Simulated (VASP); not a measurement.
# Zr (C2/c) in VASP: single point with PBE

Aim: the single point of Zr with PBE.

Everything below comes from runs of VASP 6.6.1. Logs are shortened: lines on timing, memory, paths and dates and some standing lists are left out, and cuts for length are marked.

### 1 The cell of the first run

It takes space group C2/c (No. 15, monoclinic). The conventional cell has a = 3.021 Å, b = 8.796 Å, c = 3.639 Å, α = 90.00°, β = 92.02°, γ = 90.00°. Within 3.9 Å of Zr (site symmetry 2) lie 10 Zr at 2.94 to 3.64 Å.

### 2 Single point, PBE

INCAR reads:

```
PREC     = Accurate       # precision mode
ENCUT    = 520            # plane-wave cutoff, eV
EDIFF    = 1E-6           # SCF threshold, eV
ISMEAR   = 0              # smearing method
SIGMA    = 0.1            # smearing width, eV
LREAL    = F              # projectors in reciprocal space
LASPH    = T              # aspherical terms in the spheres
NELM     = 100            # most SCF steps
ALGO     = Normal         # electronic algorithm
ISIF     = 2              # what is computed and relaxed
LWAVE    = F              # write WAVECAR
LCHARG   = F              # write CHGCAR
GGA      = PE             # functional
NBANDS   = 19             # bands
```

KPOINTS reads:

```
regular mesh
0
Gamma
  6 6 6
```

POSCAR reads:

```
Zr
1.0
    1.5105802049     -4.3979401265      0.0000000000
    1.5105802049      4.3979401265      0.0000000000
   -0.1282846313      0.0000000000      3.6371123222
Zr
2
Direct
    0.8690000000      0.1310000000      0.2500000000
    0.1310000000      0.8690000000      0.7500000000
```

Potentials or basis: VASP PAW PBE potentials, release 64 (Zr_sv).

Started as:

```console
$ cat potpaw_PBE.64/Zr_sv/POTCAR > POTCAR
$ mpirun -np 1 vasp_std > vasp.out
```

OUTCAR:

```text
PREC = Accurate
   ENCUT = 520
   EDIFF = 1E-6
   ISMEAR = 0
   LREAL = F
   LASPH = T
   NELM = 100
   ISIF = 2
   GGA = PE

 ion  position               nearest neighbor table
   1  0.869  0.131  0.250-   2 2.94   2 2.94   2 3.13   2 3.13   2 3.19   2 3.19
   2  0.131  0.869  0.750-   1 2.94   1 2.94   1 3.13   1 3.13   1 3.19   1 3.19

  LATTYP: Found a base centered monoclinic cell.
 ALAT       =     3.0211604098
 B/A-ratio  =     2.9114244396
 C/A-ratio  =     1.2046278548
 COS(beta)  =    -0.0352490928

  Lattice vectors:

 A1 = (   1.5105802049,  -4.3979401265,   0.0000000000)
 A2 = (   1.5105802049,   4.3979401265,   0.0000000000)
 A3 = (  -0.1282846313,   0.0000000000,   3.6371123222)

Analysis of symmetry for initial positions (statically):
=====================================================================
 Subroutine PRICEL returns:
 Original cell was already a primitive cell.

 Routine SETGRP: Setting up the symmetry group for a
 base centered monoclinic supercell.

 Subroutine GETGRP returns: Found  4 space group operations
 (whereof  2 operations were pure point group operations)
 out of a pool of  4 trial point group operations.

The static configuration has the point symmetry S_2 .
 The point group associated with its full space group is C_2h.

Analysis of symmetry for dynamics (positions and initial velocities):
=====================================================================
 Subroutine PRICEL returns:
 Original cell was already a primitive cell.

 Routine SETGRP: Setting up the symmetry group for a
 base centered monoclinic supercell.

 Subroutine GETGRP returns: Found  4 space group operations
 (whereof  2 operations were pure point group operations)
 out of a pool of  4 trial point group operations.

The dynamic configuration has the point symmetry S_2 .
 The point group associated with its full space group is C_2h.

 Subroutine INISYM returns: Found  4 space group operations
 (whereof  2 operations are pure point group operations),
 and found     1 'primitive' translations

----------------------------------------------------------------------------------------

                                     Primitive cell

  volume of cell :      48.3259

  direct lattice vectors                    reciprocal lattice vectors
[... 76 lines left out ...]
   NGXF,Y,Z  is equivalent  to a cutoff of  25.74, 25.74, 25.58 a.u.
 SYSTEM =  unknown system
   PREC   = accura    normal or accurate (medium, high low for compatibility)
   ISTART =      0    job   : 0-new  1-cont  2-samecut
   ICHARG =      2    charge: 1-file 2-atom 10-const
   ISPIN  =      1    spin polarized calculation?
   LNONCOLLINEAR =      F non collinear calculations
   LSORBIT =      F    spin-orbit coupling
   LASPH  =      T    aspherical Exc in radial PAW
   ENCUT  =  520.0 eV  38.22 Ry    6.18 a.u.   8.65  8.65  6.77*2*pi/ulx,y,z
   NELM   =    100;   NELMIN=  2; NELMDL= -5     # of ELM steps
   EDIFF  = 0.1E-05   stopping-criterion for ELM
   LREAL  =      F    real-space projection
   EDIFFG = 0.1E-04   stopping-criterion for IOM
   NSW    =      0    number of steps for IOM
   IBRION =     -1    ionic relax: 0-MD 1-quasi-New 2-CG
   NFREE  =      0    steps in history (QN), initial steepest desc. (CG)
   ISIF   =      2    stress and relaxation
   ISYM   =      2    0-nonsym 1-usesym 2-fastsym
   POTIM  = 0.5000    time-step for ionic-motion
   TEBEG  =    0.0;   TEEND  =   0.0 temperature during run
   PSTRESS=    0.0 pullay stress
   NELECT =      24.0000    total number of electrons
   NUPDOWN=      -1.0000    fix difference up-down
   EMIN   =  10.00;   EMAX   =-10.00  energy-range for DOS
   EFERMI =   0.00;   METHOD = LEGACY
   ISMEAR =     0;   SIGMA  =   0.10  broadening in eV -4-tet -1-fermi 0-gaus
   EFERMI_NEDOS =   21; number of points for ismear=-14 and -15
   IALGO  =     38    algorithm
   IMIX   =      4    mixing-type and parameters
     AMIX     =   0.40;   BMIX     =  1.00
     AMIX_MAG =   1.60;   BMIX_MAG =  1.00
  volume/ion in A,a.u.               =      24.16       163.06
  Fermi-wavevector in a.u.,A,eV,Ry     =   1.296439  2.449914 22.868036  1.680753
  Thomas-Fermi vector in A             =   2.427895
   LORBIT       =      0    0 simple, 1 ext, 2 COOP (PROOUT), +10 PAW based schemes
   GGA     = PE    functional components
   LHFCALC =     F    Hartree Fock is set to
   AEXX    =    0.0000 exact exchange contribution
   IVDW    =     0    specifies the selected vdW correction
   LEPSILON=     F    determine dielectric tensor
   LRPA    =     F    only Hartree local field effects (RPA)
 non-spin polarized calculation
 Gauss-broadening in eV      SIGMA  =   0.10
  energy-cutoff  :      520.00
  volume of cell :       48.33
 maximum number of plane-waves:      1316
 NGX is ok and might be reduce to    36
   NGX = 17   NGY = 17   NGZ = 13

 number of electron      24.0000000 magnetization

 Free energy of the ion-electron system (eV)
  ---------------------------------------------------
  ext. energy  EPLUGINS =         0.00000000
  ---------------------------------------------------
  free energy    TOTEN  =       -16.19025723 eV

  energy without entropy =      -16.17476181  energy(sigma->0) =      -16.18250952

 E-fermi :   8.2412     XC(G=0): -10.8628

 val. band max:        8.2365520128   @ k =   0.5000   0.3333   0.3333
 cond. band min:       8.2473160812   @ k =  -0.1667   0.1667   0.0000
 fundamental gap:      0.0107640684
 Fermi energy:         8.2412417668

 k-point     1 :       0.0000    0.0000    0.0000
  band No.  band energies     occupation
      1     -40.3492      2.00000
      2     -40.1102      2.00000
      3     -18.8399      2.00000
      4     -18.5096      2.00000
      5     -17.8779      2.00000
      6     -17.8779      2.00000
[... 505 lines left out ...]
      6     -17.9061      2.00000
[... 11 lines left out ...]
     18      12.4300      0.00000
     19      13.6500      0.00000

 [... further k-points ...]
[... 5 lines left out ...]
  --------------------------------------------------------------------------------------
  -------------------------------------------------------------------------------------
  Total        0.6975916      0.5159148     -1.3569008      0.0000000      0.0000000     -0.1484924
  in kB       23.1276774     17.1044345    -44.9861547      0.0000000      0.0000000     -4.9230579
  external PRESSURE =      -1.5846809 kB  Pullay stress =       0.0000000 kB

 VOLUME and BASIS-vectors are now :
 -----------------------------------------------------------------------------
  energy-cutoff  :      520.00
  volume of cell :       48.33
      direct lattice vectors                 reciprocal lattice vectors
     1.510580205 -4.397940126  0.000000000     0.330998644 -0.113689588  0.011674657
     1.510580205  4.397940126  0.000000000     0.330998644  0.113689588  0.011674657
    -0.128284631  0.000000000  3.637112322     0.000000000  0.000000000  0.274943392

 POSITION                                       TOTAL-FORCE (eV/Angst)
 -----------------------------------------------------------------------------------
      1.47851     -3.24568      0.90928        -0.000000      0.903296      0.000000
      1.41437      3.24568      2.72783         0.000000     -0.903296     -0.000000
 -----------------------------------------------------------------------------------
    total drift:                                0.000000     -0.000000     -0.000000

  FREE ENERGIE OF THE ION-ELECTRON SYSTEM (eV)
  ---------------------------------------------------
  free  energy   TOTEN  =       -16.1902572300 eV

  energy  without entropy=      -16.1747618150  energy(sigma->0) =      -16.18250952
```

OSZICAR:

```text
N       E                     dE             d eps       ncg     rms          rms(c)
DAV:   1     0.215639140531E+03    0.21564E+03   -0.13104E+04  2584   0.124E+03
DAV:   2    -0.754601964279E+00   -0.21639E+03   -0.21230E+03  2993   0.366E+02
DAV:   3    -0.164785150867E+02   -0.15724E+02   -0.15492E+02  4816   0.695E+01
DAV:   4    -0.168170700130E+02   -0.33855E+00   -0.33792E+00  3084   0.111E+01
DAV:   5    -0.168261964903E+02   -0.91265E-02   -0.91255E-02  3786   0.129E+00    0.139E+01
DAV:   6    -0.162565145156E+02    0.56968E+00   -0.11155E+00  2737   0.720E+00    0.557E+00
DAV:   7    -0.161821565272E+02    0.74358E-01   -0.54044E-01  3974   0.454E+00    0.114E+00
DAV:   8    -0.161885505916E+02   -0.63941E-02   -0.20091E-02  3169   0.112E+00    0.502E-01
DAV:   9    -0.161902532119E+02   -0.17026E-02   -0.41223E-03  3132   0.614E-01    0.503E-02
DAV:  10    -0.161902651249E+02   -0.11913E-04   -0.16689E-04  3737   0.779E-02    0.156E-02
DAV:  11    -0.161902574506E+02    0.76743E-05   -0.12835E-05  3086   0.356E-02    0.364E-03
DAV:  12    -0.161902572300E+02    0.22055E-06   -0.44431E-07  1706   0.583E-03
   1 F= -.16190257E+02 E0= -.16182510E+02  d E =-.154954E-01
```

Wall time 74 s (1 thread of AMD EPYC 7R13 (Zen 3), shared host); peak memory 0.17 GiB.

What came out:

| Item | Value |
| --- | --- |
| Free energy | -16.1903 eV |
| Pressure | -0.2 GPa |
| Largest force | 0.903 eV/Å |
| Band gap on the k mesh | zero (band 12 reaches 8.84 eV, above the bottom of band 13 at 7.99 eV) |

Forces in eV/Å, atoms in the order of the input:
```
Zr   0.000  0.903  0.000
Zr   0.000 -0.903  0.000
```

Caveat: the k points lie up to 0.37 Å⁻¹ apart.
